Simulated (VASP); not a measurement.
# Ni (Fd-3m) in VASP: further runs, part 2 of 2

VASP 6.6.1. Earlier steps stand in the parts before.

### 3 Single point, r2SCAN, collinear spin, ferromagnetic start

The input, POSCAR:

```
Ni
1.0
    0.0000000000      2.5131022434      2.5131022434
    2.5131022434      0.0000000000      2.5131022434
    2.5131022434      2.5131022434      0.0000000000
Ni
2
Direct
    0.1250000000      0.1250000000      0.1250000000
    0.8750000000      0.8750000000      0.8750000000
```

The input, INCAR.step1:

```
PREC = Accurate ; ENCUT = 520
ISMEAR = -1 ; SIGMA = 0.1
LREAL = False ; LASPH = True
NELM = 150 ; ISPIN = 2
MAGMOM = 0.93 0.93 ; LMAXMIX = 4
NBANDS = 21 ; GGA = PE
ALGO = Normal ; EDIFF = 1E-4
LWAVE = True ; LCHARG = False
```

The input, INCAR.step2:

```
PREC = Accurate ; ENCUT = 520
EDIFF = 1E-6 ; ISMEAR = -1
SIGMA = 0.1 ; LREAL = False
LASPH = True ; NELM = 150
ALGO = Normal ; ISIF = 2
LWAVE = False ; LCHARG = False
ISPIN = 2 ; MAGMOM = 0.93 0.93
LORBIT = 11 ; LMAXMIX = 4
METAGGA = R2SCAN ; LMIXTAU = True
NBANDS = 21 ; ISTART = 1
```

The input, KPOINTS:

```
regular mesh
0
Gamma
  6 6 6
```

Potentials or basis: VASP PAW PBE potentials, release 64 (Ni).

Run with:

```sh
cat potpaw_PBE.64/Ni/POTCAR > POTCAR
cp INCAR.step1 INCAR
mpirun -np 1 vasp_std > vasp.out
cp INCAR.step2 INCAR
mpirun -np 1 vasp_std > vasp.out
```

OUTCAR:

```text
PREC = Accurate
   ENCUT = 520
   EDIFF = 1E-6
   ISMEAR = -1
   LREAL = False
   LASPH = True
   NELM = 150
   ISIF = 2
   ISPIN = 2
   LORBIT = 11
   METAGGA = R2SCAN
   ISTART = 1

 ion  position               nearest neighbor table
   1  0.125  0.125  0.125-   2 2.18   2 2.18   2 2.18   2 2.18
   2  0.875  0.875  0.875-   1 2.18   1 2.18   1 2.18   1 2.18

  LATTYP: Found a face centered cubic cell.
 ALAT       =     5.0262044868

  Lattice vectors:

 A1 = (   0.0000000000,   2.5131022434,   2.5131022434)
 A2 = (   2.5131022434,   0.0000000000,   2.5131022434)
 A3 = (   2.5131022434,   2.5131022434,   0.0000000000)

Analysis of symmetry for initial positions (statically):
=====================================================================
 Subroutine PRICEL returns:
 Original cell was already a primitive cell.

 Routine SETGRP: Setting up the symmetry group for a
 face centered cubic supercell.

 Subroutine GETGRP returns: Found 48 space group operations
 (whereof 12 operations were pure point group operations)
 out of a pool of 48 trial point group operations.

The static configuration has the point symmetry D_3d.
 The point group associated with its full space group is O_h .

Analysis of symmetry for dynamics (positions and initial velocities):
=====================================================================
 Subroutine PRICEL returns:
 Original cell was already a primitive cell.

 Routine SETGRP: Setting up the symmetry group for a
 face centered cubic supercell.

 Subroutine GETGRP returns: Found 48 space group operations
 (whereof 12 operations were pure point group operations)
 out of a pool of 48 trial point group operations.

The dynamic configuration has the point symmetry D_3d.
 The point group associated with its full space group is O_h .

Analysis of structural, dynamic, and magnetic symmetry:
[... 144 lines left out ...]
  ---------------------------------------------------
  ext. energy  EPLUGINS =         0.00000000
  ---------------------------------------------------
  free energy    TOTEN  =       -21.42955310 eV

  energy without entropy =      -21.33838665  energy(sigma->0) =      -21.38396988

 E-fermi :   5.1298     XC(G=0): -11.5762

 val. band max:        5.0804455978   @ k =   0.5000   0.3333   0.1667
 cond. band min:       5.1654015500   @ k =   0.0000   0.0000   0.0000
 fundamental gap:      0.0849559522
 Fermi energy:         5.1297803173

 spin component 1

 k-point     1 :       0.0000    0.0000    0.0000
  band No.  band energies     occupation
      1      -1.9215      1.00000
      2       1.4021      1.00000
      3       1.4022      1.00000
      4       1.4022      1.00000
      5       1.4143      1.00000
      6       1.4143      1.00000
[... 373 lines left out ...]
     20      30.6550      0.00000
     21      31.1137      0.00000
 Fermi energy:         5.1297803173

 spin component 2

 k-point     1 :       0.0000    0.0000    0.0000
  band No.  band energies     occupation
      1      -2.0676      1.00000
      2       2.3272      1.00000
      3       2.3272      1.00000
      4       2.4834      1.00000
      5       2.4835      1.00000
      6       2.4835      1.00000
[... 373 lines left out ...]
     20      30.8347      0.00000
     21      31.2667      0.00000

------------------------ aborting loop because EDIFF is reached ----------------------------------------

  FORCE on cell =-STRESS in cart. coord.  units (eV):
  Direction    XX          YY          ZZ          XY          YZ          ZX
  --------------------------------------------------------------------------------------
  -------------------------------------------------------------------------------------
  Total        0.0561240      0.0561240      0.0561240      0.0000000      0.0000000      0.0000000
  in kB        2.8326854      2.8326854      2.8326854      0.0000000      0.0000000      0.0000000
  external PRESSURE =       2.8326854 kB  Pullay stress =       0.0000000 kB

 VOLUME and BASIS-vectors are now :
 -----------------------------------------------------------------------------
  energy-cutoff  :      520.00
  volume of cell :       31.74
      direct lattice vectors                 reciprocal lattice vectors
     0.000000000  2.513102243  2.513102243    -0.198957285  0.198957285  0.198957285
     2.513102243  0.000000000  2.513102243     0.198957285 -0.198957285  0.198957285
     2.513102243  2.513102243  0.000000000     0.198957285  0.198957285 -0.198957285

 POSITION                                       TOTAL-FORCE (eV/Angst)
 -----------------------------------------------------------------------------------
      0.62828      0.62828      0.62828        -0.000000     -0.000000     -0.000000
      4.39793      4.39793      4.39793         0.000000      0.000000      0.000000
 -----------------------------------------------------------------------------------
    total drift:                                0.000000      0.000000     -0.000000

  FREE ENERGIE OF THE ION-ELECTRON SYSTEM (eV)
  ---------------------------------------------------
  free  energy   TOTEN  =       -21.4295531002 eV

  energy  without entropy=      -21.3383866504  energy(sigma->0) =      -21.38396988

 total charge

# of ion       s       p       d       tot
------------------------------------------
    1        0.573   0.378   8.361   9.313
    2        0.573   0.378   8.361   9.313
--------------------------------------------------
tot          1.147   0.757  16.722  18.625

 magnetization (x)

# of ion       s       p       d       tot
------------------------------------------
    1       -0.025  -0.034   0.886   0.827
    2       -0.025  -0.034   0.886   0.827
--------------------------------------------------
tot         -0.049  -0.068   1.772   1.655
```

OSZICAR.step1:

```text
N       E                     dE             d eps       ncg     rms          rms(c)
DAV:   1     0.105340609319E+03    0.10534E+03   -0.88794E+03  1368   0.122E+03
DAV:   2    -0.385128625942E+01   -0.10919E+03   -0.10006E+03  1354   0.224E+02
DAV:   3    -0.988320198989E+01   -0.60319E+01   -0.58235E+01  1579   0.631E+01
DAV:   4    -0.996535750172E+01   -0.82156E-01   -0.82108E-01  1477   0.715E+00
DAV:   5    -0.996754835533E+01   -0.21909E-02   -0.21908E-02  1550   0.115E+00    0.119E+01
DAV:   6    -0.969827416638E+01    0.26927E+00   -0.10789E+01  1568   0.550E+01    0.110E+01
DAV:   7    -0.860194809725E+01    0.10963E+01   -0.32793E+00  1599   0.267E+01    0.235E+00
DAV:   8    -0.859553783449E+01    0.64103E-02   -0.26624E-02  1518   0.132E+00    0.144E+00
DAV:   9    -0.859025120266E+01    0.52866E-02   -0.21047E-03  1854   0.562E-01    0.438E-01
DAV:  10    -0.858903163476E+01    0.12196E-02   -0.15564E-03  1799   0.599E-01    0.772E-02
DAV:  11    -0.858907757090E+01   -0.45936E-04   -0.13501E-04  1203   0.113E-01
   1 F= -.85890776E+01 E0= -.85354514E+01  d E =-.107252E+00  mag=     1.5096
```

Run time: 3.6 min. Hardware: 1 thread of Intel Xeon 6975P-C, shared host; peak memory 0.19 GiB.

Results:

```
Free energy                                           : -21.4296 eV
Pressure                                              : 0.3 GPa
Net moment                                            : 1.64 μB per cell
Site moments                                          : Ni +0.83 μB
Valence electrons inside the program's atomic spheres : Ni 9.31
```

Caveat: the k points lie up to 0.36 Å⁻¹ apart; the PAW data sets were made with another functional, which shifts forces and pressure a little.

### 4 Single point, r2SCAN

This run uses another cell than the first one, of 15.76 Å³/atom, 0.993 times its volume.

The input, POSCAR:

```
Ni
1.0
    0.0000000000      2.5072019934      2.5072019934
    2.5072019934      0.0000000000      2.5072019934
    2.5072019934      2.5072019934      0.0000000000
Ni
2
Direct
    0.1250000000      0.1250000000      0.1250000000
    0.8750000000      0.8750000000      0.8750000000
```

The input, INCAR.step1:

```
SYSTEM = Ni
PREC     = Accurate       ! precision mode
ENCUT    = 520            ! plane-wave cutoff, eV
ISMEAR   = -1             ! smearing method
SIGMA    = 0.1            ! smearing width, eV
LREAL    = .False.        ! projectors in reciprocal space
LASPH    = .True.         ! aspherical terms in the spheres
NELM     = 100            ! most SCF steps
NBANDS   = 17             ! bands
GGA      = PE             ! functional
ALGO     = Normal         ! electronic algorithm
EDIFF    = 1E-4           ! SCF threshold, eV
LWAVE    = .True.         ! write WAVECAR
LCHARG   = .False.        ! write CHGCAR
```

The input, INCAR.step2:

```
SYSTEM = Ni
PREC     = Accurate       ! precision mode
ENCUT    = 520            ! plane-wave cutoff, eV
EDIFF    = 1E-7           ! SCF threshold, eV
ISMEAR   = -1             ! smearing method
SIGMA    = 0.1            ! smearing width, eV
LREAL    = .False.        ! projectors in reciprocal space
LASPH    = .True.         ! aspherical terms in the spheres
NELM     = 100            ! most SCF steps
ALGO     = Normal         ! electronic algorithm
ISIF     = 2              ! what is computed and relaxed
LWAVE    = .False.        ! write WAVECAR
LCHARG   = .False.        ! write CHGCAR
METAGGA  = R2SCAN         ! meta-GGA
LMIXTAU  = .True.       
NBANDS   = 17             ! bands
ISTART   = 1
```

The input, KPOINTS:

```
regular mesh
0
Gamma
  11 11 11
  0 0 0
```

Run with:

```sh
cat potpaw_PBE.64/Ni/POTCAR > POTCAR
cp INCAR.step1 INCAR
mpirun -np 1 vasp_std > vasp.out
cp INCAR.step2 INCAR
mpirun -np 1 vasp_std > vasp.out
```

Run time: 88 s. Hardware: 1 thread of Intel Xeon Platinum 8488C (Sapphire Rapids), shared host; peak memory 0.17 GiB.

The run converged. Its results:

* Free energy: -21.1607 eV
* Pressure: 0.0 GPa
* Band gap on the k mesh: zero (band 10 reaches 4.96 eV, above the bottom of band 11 at 4.64 eV)

Levels at points of the mesh, in eV from the Fermi level:
| k point | band 7 | band 8 | band 9 | band 10 | band 11 | band 12 | band 13 | band 14 |
| --- | --- | --- | --- | --- | --- | --- | --- | --- |
| (0.00, 0.00, 0.00) | -1.15 | -1.15 | -1.15 | -0.12 | -0.12 | 12.80 | 12.80 | 12.80 |

Caveat: the PAW data sets were made with another functional, which shifts forces and pressure a little; the run has no spin polarisation, though such a crystal can be magnetic. Spin polarisation is off, so any magnetic state and its effect on volume and gap are missing.
